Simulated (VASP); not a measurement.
# Cd2Sn (R-3m) in VASP: further runs

Cd2Sn is run at these levels: PBE; tasks: single point.

Everything below comes from runs of VASP 6.6.1. Logs are shortened: lines on timing, memory, paths and dates and some standing lists are left out, and cuts for length are marked.

## 1. The cell of the first run

The structure is trigonal, space group R-3m (No. 166). The conventional cell has a = 3.873 Å, b = 3.873 Å, c = 17.546 Å, α = 90.00°, β = 90.00°, γ = 120.00°. Within 3.5 Å of Cd (site symmetry 3m) lie 3 Sn at 2.67 Å. Sn (site symmetry -3m) has 6 Cd at 2.67 Å within 3.5 Å.

## 2. Single point, PBE

The input, INCAR:

```
ALGO     = Normal         # electronic algorithm
EDIFF    = 1E-6           # SCF threshold, eV
ENCUT    = 520            # plane-wave cutoff, eV
GGA      = PE             # functional
ISIF     = 2              # what is computed and relaxed
ISMEAR   = 0              # smearing method
LASPH    = T              # aspherical terms in the spheres
LCHARG   = F              # write CHGCAR
LREAL    = F              # projectors in reciprocal space
LWAVE    = F              # write WAVECAR
NBANDS   = 26             # bands
NELM     = 80             # most SCF steps
PREC     = Accurate       # precision mode
SIGMA    = 0.1            # smearing width, eV
```

The input, KPOINTS:

```
k-points
0
Gamma
  6 6 6
```

The input, POSCAR:

```
Cd2Sn
1.0
    1.9364335359      1.1180004232      5.8485246431
   -1.9364335359      1.1180004232      5.8485246431
    0.0000000000     -2.2360008465      5.8485246431
Cd Sn
2 1
Direct
    0.7500000000      0.7500000000      0.7500000000
    0.2500000000      0.2500000000      0.2500000000
    0.0000000000      0.0000000000      0.0000000000
```

Potentials or basis: VASP PAW PBE potentials, release 64 (Cd, Sn_d).

Launch:

```console
$ cat potpaw_PBE.64/Cd/POTCAR potpaw_PBE.64/Sn_d/POTCAR > POTCAR
$ mpirun -np 1 vasp_std > vasp.out
```

OUTCAR:

```text
EDIFF = 1E-6
   ENCUT = 520
   GGA = PE
   ISIF = 2
   ISMEAR = 0
   LASPH = T
   LREAL = F
   NELM = 80
   PREC = Accurate

 ion  position               nearest neighbor table
   1  0.750  0.750  0.750-   3 2.67   3 2.67   3 2.67   2 3.68   2 3.68   2 3.68   2 3.68   2 3.68
                             2 3.68
   2  0.250  0.250  0.250-   3 2.67   3 2.67   3 2.67   1 3.68   1 3.68   1 3.68   1 3.68   1 3.68
                             1 3.68
   3  0.000  0.000  0.000-   1 2.67   1 2.67   2 2.67   2 2.67   1 2.67   2 2.67

  LATTYP: Found a trigonal (rhomboedric) cell.
 ALAT       =     6.2613848537
 COS(alpha) =     0.8087090652

  Lattice vectors:

 A1 = (   1.9364335359,   1.1180004232,   5.8485246431)
 A2 = (  -1.9364335359,   1.1180004232,   5.8485246431)
 A3 = (   0.0000000000,  -2.2360008465,   5.8485246431)

Analysis of symmetry for initial positions (statically):
=====================================================================
 Subroutine PRICEL returns:
 Original cell was already a primitive cell.

 Routine SETGRP: Setting up the symmetry group for a
 trigonal (rhombohedral) supercell.

 Subroutine GETGRP returns: Found 12 space group operations
 (whereof 12 operations were pure point group operations)
 out of a pool of 12 trial point group operations.

The static configuration has the point symmetry D_3d.

Analysis of symmetry for dynamics (positions and initial velocities):
=====================================================================
 Subroutine PRICEL returns:
 Original cell was already a primitive cell.

 Routine SETGRP: Setting up the symmetry group for a
 trigonal (rhombohedral) supercell.

 Subroutine GETGRP returns: Found 12 space group operations
 (whereof 12 operations were pure point group operations)
 out of a pool of 12 trial point group operations.

The dynamic configuration has the point symmetry D_3d.

 Subroutine INISYM returns: Found 12 space group operations
 (whereof 12 operations are pure point group operations),
 and found     1 'primitive' translations

----------------------------------------------------------------------------------------

                                     Primitive cell

  volume of cell :      75.9700

  direct lattice vectors                    reciprocal lattice vectors
     1.936433536  1.118000423  5.848524643     0.258206642  0.149075674  0.056994431
    -1.936433536  1.118000423  5.848524643    -0.258206642  0.149075674  0.056994431
     0.000000000 -2.236000847  5.848524643     0.000000000 -0.298151348  0.056994431

  length of vectors
     6.261384854  6.261384854  6.261384854     0.303549982  0.303549982  0.303549982

  position of ions in fractional coordinates (direct lattice)
     0.750000000  0.750000000  0.750000000
     0.250000000  0.250000000  0.250000000
     0.000000000  0.000000000  0.000000000

  ion indices of the primitive-cell ions
   primitive index   ion index
                 1           1
                 2           2
                 3           3

----------------------------------------------------------------------------------------

 KPOINTS: k-points

Automatic generation of k-mesh.
 Grid dimensions read from file:
 generate k-points for:    6    6    6

 Generating k-lattice:

  Cartesian coordinates                     Fractional coordinates (reciprocal lattice)
     0.043034440  0.024845946  0.009499072     0.166666667  0.000000000 -0.000000000
    -0.043034440  0.024845946  0.009499072     0.000000000  0.166666667 -0.000000000
     0.000000000 -0.049691891  0.009499072     0.000000000  0.000000000  0.166666667

  Length of vectors
     0.050591664  0.050591664  0.050591664

  Shift w.r.t. Gamma in fractional coordinates (k-lattice)
     0.000000000  0.000000000  0.000000000

 Subroutine IBZKPT returns following result:
 ===========================================

 Found     32 irreducible k-points:

 Following reciprocal coordinates:
            Coordinates               Weight
  0.000000  0.000000  0.000000      1.000000
  0.166667 -0.000000 -0.000000      6.000000
  0.333333  0.000000  0.000000      6.000000
  0.500000  0.000000  0.000000      3.000000
  0.166667  0.166667  0.000000      6.000000
  0.333333  0.166667  0.000000     12.000000
[... 16 lines left out ...]
  0.500000  0.500000  0.166667      6.000000
 -0.333333  0.500000  0.166667     12.000000
 [... further k-points ...]
   k-points           NKPTS =     32   k-points in BZ     NKDIM =     32   number of bands    NBANDS=     26
   number of dos      NEDOS =    301   number of ions     NIONS =      3
   total plane-waves  NPLWV = 110592
   dimension x,y,z NGX =    48 NGY =   48 NGZ =   48
   dimension x,y,z NGXF=    96 NGYF=   96 NGZF=   96
   ions per type =               2   1
   NGX,Y,Z   is equivalent  to a cutoff of  12.74, 12.74, 12.74 a.u.
   NGXF,Y,Z  is equivalent  to a cutoff of  25.49, 25.49, 25.49 a.u.
 SYSTEM =  unknown system
   PREC   = accura    normal or accurate (medium, high low for compatibility)
   ISTART =      0    job   : 0-new  1-cont  2-samecut
   ICHARG =      2    charge: 1-file 2-atom 10-const
   ISPIN  =      1    spin polarized calculation?
   LNONCOLLINEAR =      F non collinear calculations
   LSORBIT =      F    spin-orbit coupling
   LASPH  =      T    aspherical Exc in radial PAW
   ENCUT  =  520.0 eV  38.22 Ry    6.18 a.u.  11.64 11.64 11.64*2*pi/ulx,y,z
   NELM   =     80;   NELMIN=  2; NELMDL= -5     # of ELM steps
   EDIFF  = 0.1E-05   stopping-criterion for ELM
   LREAL  =      F    real-space projection
   EDIFFG = 0.1E-04   stopping-criterion for IOM
   NSW    =      0    number of steps for IOM
   IBRION =     -1    ionic relax: 0-MD 1-quasi-New 2-CG
   NFREE  =      0    steps in history (QN), initial steepest desc. (CG)
   ISIF   =      2    stress and relaxation
   ISYM   =      2    0-nonsym 1-usesym 2-fastsym
   POTIM  = 0.5000    time-step for ionic-motion
   TEBEG  =    0.0;   TEEND  =   0.0 temperature during run
   PSTRESS=    0.0 pullay stress
   NELECT =      38.0000    total number of electrons
   NUPDOWN=      -1.0000    fix difference up-down
   EMIN   =  10.00;   EMAX   =-10.00  energy-range for DOS
   EFERMI =   0.00;   METHOD = LEGACY
   ISMEAR =     0;   SIGMA  =   0.10  broadening in eV -4-tet -1-fermi 0-gaus
   EFERMI_NEDOS =   21; number of points for ismear=-14 and -15
   IALGO  =     38    algorithm
   IMIX   =      4    mixing-type and parameters
     AMIX     =   0.40;   BMIX     =  1.00
     AMIX_MAG =   1.60;   BMIX_MAG =  1.00
  volume/ion in A,a.u.               =      25.32       170.89
  Fermi-wavevector in a.u.,A,eV,Ry     =   1.299537  2.455769 22.977470  1.688796
  Thomas-Fermi vector in A             =   2.430794
   LORBIT       =      0    0 simple, 1 ext, 2 COOP (PROOUT), +10 PAW based schemes
   GGA     = PE    functional components
   LHFCALC =     F    Hartree Fock is set to
   AEXX    =    0.0000 exact exchange contribution
   IVDW    =     0    specifies the selected vdW correction
   LEPSILON=     F    determine dielectric tensor
   LRPA    =     F    only Hartree local field effects (RPA)
 non-spin polarized calculation
 Gauss-broadening in eV      SIGMA  =   0.10
  energy-cutoff  :      520.00
  volume of cell :       75.97
 maximum number of plane-waves:      2067
 NGX is ok and might be reduce to    48
   NGX = 23   NGY = 23   NGZ = 23

 number of electron      37.9999997 magnetization

 Free energy of the ion-electron system (eV)
  ---------------------------------------------------
  ext. energy  EPLUGINS =         0.00000000
  ---------------------------------------------------
  free energy    TOTEN  =        -3.32156021 eV

  energy without entropy =       -3.31618811  energy(sigma->0) =       -3.31887416

 E-fermi :   4.3161     XC(G=0): -10.1650

 val. band max:        4.2809625950   @ k =  -0.3333  -0.3333   0.1667
 cond. band min:       4.4152808385   @ k =   0.3333   0.3333   0.0000
 fundamental gap:      0.1343182435
 Fermi energy:         4.3160630728

 k-point     1 :       0.0000    0.0000    0.0000
  band No.  band energies     occupation
      1     -17.6162      2.00000
      2     -17.6162      2.00000
      3     -17.5166      2.00000
      4     -17.5166      2.00000
      5     -17.5149      2.00000
      6      -6.4971      2.00000
[... 18 lines left out ...]
     25      11.9333      0.00000
     26      12.8957      0.00000

 k-point     2 :       0.1667   -0.0000   -0.0000
  band No.  band energies     occupation
      1     -17.6161      2.00000
      2     -17.6094      2.00000
      3     -17.5206      2.00000
      4     -17.5108      2.00000
      5     -17.5064      2.00000
      6      -6.3249      2.00000
[... 18 lines left out ...]
     25      12.5163      0.00000
     26      12.7834      0.00000

 k-point     3 :       0.3333    0.0000    0.0000
  band No.  band energies     occupation
      1     -17.6167      2.00000
      2     -17.5984      2.00000
      3     -17.5290      2.00000
      4     -17.4968      2.00000
      5     -17.4881      2.00000
      6      -6.1223      2.00000
[... 18 lines left out ...]
     25      10.7997      0.00000
     26      14.4378      0.00000

 k-point     4 :       0.5000    0.0000    0.0000
  band No.  band energies     occupation
      1     -17.6173      2.00000
      2     -17.5940      2.00000
      3     -17.5332      2.00000
      4     -17.4886      2.00000
      5     -17.4787      2.00000
      6      -6.0782      2.00000
[... 18 lines left out ...]
     25      10.4268      0.00000
     26      15.2406      0.00000
[... 496 lines left out ...]
      1     -17.6120      2.00000
      2     -17.5974      2.00000
      3     -17.5242      2.00000
      4     -17.4978      2.00000
      5     -17.4806      2.00000
      6      -6.0898      2.00000
[... 18 lines left out ...]
     25      11.8954      0.00000
     26      13.0557      0.00000

 k-point    23 :       0.5000    0.5000    0.1667
  band No.  band energies     occupation
      1     -17.6168      2.00000
      2     -17.5984      2.00000
      3     -17.5290      2.00000
      4     -17.4968      2.00000
      5     -17.4881      2.00000
      6      -6.1343      2.00000
[... 18 lines left out ...]
     25      11.2967      0.00000
     26      12.5835      0.00000

 k-point    24 :      -0.3333    0.5000    0.1667
  band No.  band energies     occupation
      1     -17.6120      2.00000
      2     -17.5974      2.00000
      3     -17.5242      2.00000
      4     -17.4978      2.00000
      5     -17.4806      2.00000
      6      -6.0955      2.00000
[... 18 lines left out ...]
     25      10.9711      0.00000
     26      11.5128      0.00000

 [... further k-points ...]

------------------------ aborting loop because EDIFF is reached ----------------------------------------

  FORCE on cell =-STRESS in cart. coord.  units (eV):
  Direction    XX          YY          ZZ          XY          YZ          ZX
  --------------------------------------------------------------------------------------
  -------------------------------------------------------------------------------------
  Total        8.2679027      8.2679027      5.5750781      0.0000000     -0.0000000     -0.0000000
  in kB      174.3668010    174.3668010    117.5761946      0.0000000     -0.0000000     -0.0000000
  external PRESSURE =     155.4365988 kB  Pullay stress =       0.0000000 kB

 VOLUME and BASIS-vectors are now :
 -----------------------------------------------------------------------------
  energy-cutoff  :      520.00
  volume of cell :       75.97
      direct lattice vectors                 reciprocal lattice vectors
     1.936433536  1.118000423  5.848524643     0.258206642  0.149075674  0.056994431
    -1.936433536  1.118000423  5.848524643    -0.258206642  0.149075674  0.056994431
     0.000000000 -2.236000847  5.848524643     0.000000000 -0.298151348  0.056994431

 POSITION                                       TOTAL-FORCE (eV/Angst)
 -----------------------------------------------------------------------------------
      0.00000     -0.00000     13.15918         0.000000     -0.000000      2.728429
      0.00000     -0.00000      4.38639         0.000000      0.000000     -2.728429
      0.00000      0.00000      0.00000         0.000000     -0.000000     -0.000000
 -----------------------------------------------------------------------------------
    total drift:                               -0.000000      0.000000      0.000000

  FREE ENERGIE OF THE ION-ELECTRON SYSTEM (eV)
  ---------------------------------------------------
  free  energy   TOTEN  =        -3.3215602058 eV

  energy  without entropy=       -3.3161881079  energy(sigma->0) =       -3.31887416
```

Wall time 3.1 min (1 thread of Oxide Virtual Turin-like, shared host); peak memory 0.29 GiB.

What came out:

| Item | Value |
| --- | --- |
| Free energy | -3.3216 eV |
| Pressure | 15.5 GPa |
| Largest force | 2.728 eV/Å |
| Band gap on the k mesh | zero (bands 19 and 20 overlap by 3.34 eV) |

Forces in eV/Å, atoms in the order of the input:
```
Cd   0.000  0.000  2.728
Cd   0.000  0.000 -2.728
Sn   0.000  0.000  0.000
```

Stress tensor (GPa, compression positive):
```
17.44  0.00  0.00
 0.00 17.44  0.00
 0.00  0.00 11.76
```

Levels at points of the mesh, in eV from the Fermi level:
```tsv
k point	band 16	band 17	band 18	band 19	band 20	band 21	band 22	band 23
(0.00, 0.00, 0.00)	-9.00	-4.33	-2.96	2.76	2.76	5.41	5.41	5.56
(0.50, 0.00, 0.00)	-6.72	-5.66	-2.03	-1.34	0.25	2.04	2.38	3.72
(0.50, 0.50, 0.00)	-6.71	-5.51	-2.78	-1.52	-0.12	2.15	2.90	6.08
(0.50, 0.50, 0.50)	-9.13	-6.19	1.48	2.57	2.61	2.61	5.77	5.82
```

Caveat: the stress differs along the axes, from 12 to 17 GPa; spin-orbit coupling is left out, which moves the levels of the heavy elements; forces of over 1 eV/Å act on the atoms, so gaps and moduli don't describe the material at rest.

## 3. Single point, PBE

This run uses another cell than the first one, of 26.28 Å³/atom.

The input, INCAR:

```
SYSTEM = Cd2Sn
PREC     = Accurate       ! precision mode
ENCUT    = 520            ! plane-wave cutoff, eV
EDIFF    = 1E-6           ! SCF threshold, eV
ISMEAR   = 0              ! smearing method
SIGMA    = 0.1            ! smearing width, eV
LREAL    = .FALSE.        ! projectors in reciprocal space
LASPH    = .TRUE.         ! aspherical terms in the spheres
NELM     = 80             ! most SCF steps
ALGO     = Fast           ! electronic algorithm
ISIF     = 2              ! what is computed and relaxed
LWAVE    = .FALSE.        ! write WAVECAR
LCHARG   = .FALSE.        ! write CHGCAR
GGA      = PE             ! functional
NBANDS   = 26             ! bands
```

The input, KPOINTS:

```
Automatic mesh
0
G
  6 6 6
  0 0 0
```

The input, POSCAR:

```
Cd2Sn
1.0
    1.8546370905      1.0707752234      6.6156574024
   -1.8546370905      1.0707752234      6.6156574024
    0.0000000000     -2.1415504469      6.6156574024
Cd Sn
2 1
Direct
    0.7798003711      0.7798003711      0.7798003711
    0.2201996289      0.2201996289      0.2201996289
    0.0000000000      0.0000000000      0.0000000000
```

Potentials or basis: VASP PAW PBE potentials, release 64 (Cd, Sn_d).

Launch:

```console
$ cat potpaw_PBE.64/Cd/POTCAR potpaw_PBE.64/Sn_d/POTCAR > POTCAR
$ mpirun -np 1 vasp_std > vasp.out
```

It took 7.6 min on 1 thread of Oxide Virtual Turin-like, shared host; peak memory 0.38 GiB.

The run converged. Its results:

```yaml
Free_energy: -5.0716 eV
Pressure: 0.2 GPa
Largest_force: 0.010 eV/Å
Band_gap_on_the_k_mesh: zero (bands 19 and 20 overlap by 5.38 eV)
```

Forces in eV/Å, atoms in the order of the input:
```
Cd   0.000  0.000  0.010
Cd   0.000  0.000 -0.010
Sn   0.000  0.000  0.000
```

Stress tensor (GPa, compression positive):
```
0.08 0.00 0.00
0.00 0.08 0.00
0.00 0.00 0.44
```

Levels at points of the mesh, in eV from the Fermi level:
| k point | band 16 | band 17 | band 18 | band 19 | band 20 | band 21 | band 22 | band 23 |
| --- | --- | --- | --- | --- | --- | --- | --- | --- |
| (0.00, 0.00, 0.00) | -8.25 | -5.13 | -4.58 | 4.50 | 4.50 | 6.14 | 6.20 | 7.17 |
| (0.50, 0.00, 0.00) | -6.12 | -4.07 | -2.00 | -1.94 | 1.04 | 1.06 | 2.19 | 4.37 |
| (0.50, 0.50, 0.00) | -6.17 | -3.98 | -2.68 | -1.97 | 1.59 | 1.70 | 2.11 | 5.35 |
| (0.50, 0.50, 0.50) | -8.25 | -7.00 | -0.92 | 0.75 | 4.38 | 4.38 | 8.03 | 8.16 |

Caveat: spin-orbit coupling is left out, which moves the levels of the heavy elements.

## 4. Single point, PBE

This run uses another cell than the first one, of 25.15 Å³/atom.

The input, INCAR:

```
SYSTEM = Cd2Sn
PREC = Accurate ; ENCUT = 520
EDIFF = 1E-6 ; ISMEAR = 0
SIGMA = 0.1 ; LREAL = .False.
LASPH = .True. ; NELM = 60
ALGO = Fast ; ISIF = 2
LWAVE = .False. ; LCHARG = .False.
GGA = PE ; NBANDS = 26
```

The input, KPOINTS:

```
Automatic mesh
0
Gamma
  12 12 12
  0 0 0
```

The input, POSCAR:

```
Cd2Sn
1.0
    1.6906464271      0.9760951698      7.6191811072
   -1.6906464271      0.9760951698      7.6191811072
    0.0000000000     -1.9521903396      7.6191811072
Cd Sn
2 1
Direct
    0.7809473814      0.7809473814      0.7809473814
    0.2190526186      0.2190526186      0.2190526186
    0.0000000000      0.0000000000      0.0000000000
```

Launch:

```console
$ cat potpaw_PBE.64/Cd/POTCAR potpaw_PBE.64/Sn_d/POTCAR > POTCAR
$ mpirun -np 1 vasp_std > vasp.out
```

It took 45 min on 1 thread of Oxide Virtual Turin-like, shared host; peak memory 0.68 GiB.

Results (log left out):

```
Free energy            : -5.1761 eV
Pressure               : 0.1 GPa
Largest force          : 0.009 eV/Å
Band gap on the k mesh : zero (bands 19 and 20 overlap by 3.74 eV)
```

Forces on the atoms (eV/Å):
```
Cd   0.000  0.000 -0.009
Cd   0.000  0.000  0.009
Sn   0.000  0.000  0.000
```

Levels at points of the mesh, in eV from the Fermi level:
| k point | band 16 | band 17 | band 18 | band 19 | band 20 | band 21 | band 22 | band 23 |
| --- | --- | --- | --- | --- | --- | --- | --- | --- |
| (0.00, 0.00, 0.00) | -8.36 | -6.42 | -5.58 | 2.49 | 2.70 | 6.63 | 6.63 | 9.85 |
| (0.50, 0.00, 0.00) | -5.88 | -4.07 | -2.08 | -1.79 | 0.18 | 0.32 | 3.35 | 5.15 |
| (0.50, 0.50, 0.00) | -5.97 | -3.96 | -2.56 | -1.86 | 0.89 | 1.20 | 3.02 | 3.16 |
| (0.50, 0.50, 0.50) | -8.36 | -7.55 | -2.70 | -2.07 | 6.60 | 6.60 | 8.00 | 9.40 |

Caveat: spin-orbit coupling is left out, which moves the levels of the heavy elements.

## 5. Overview

```tsv
cell	k mesh	gap on the mesh (eV)	pressure (GPa)	largest force (eV/Å)
a = 6.261 Å, angles 36.0°, 3 atoms, atomic positions A	6 × 6 × 6	none	15.5	2.73
a = 6.954 Å, angles 30.9°, 3 atoms, atomic positions B	6 × 6 × 6	none	0.2	0.01
a = 7.865 Å, angles 24.8°, 3 atoms, atomic positions C	12 × 12 × 12	none	0.1	0.01
```

Alike in all rows: task single point; level PBE; potentials or basis VASP PAW PBE potentials, release 64 (Cd, Sn_d); no spin polarisation; cutoff (eV) 520; smearing gaussian 0.1 eV.

Caveats: spin-orbit coupling is left out, which moves the levels of the heavy elements; the stress differs along the axes, from 12 to 17 GPa (at least some runs); forces of over 1 eV/Å act on the atoms, so gaps and moduli don't describe the material at rest (at least some runs).

Absolute energies hang on the potentials; compare differences alone.

The gap in the log of VASP goes by the Fermi energy; the results here count the filled bands.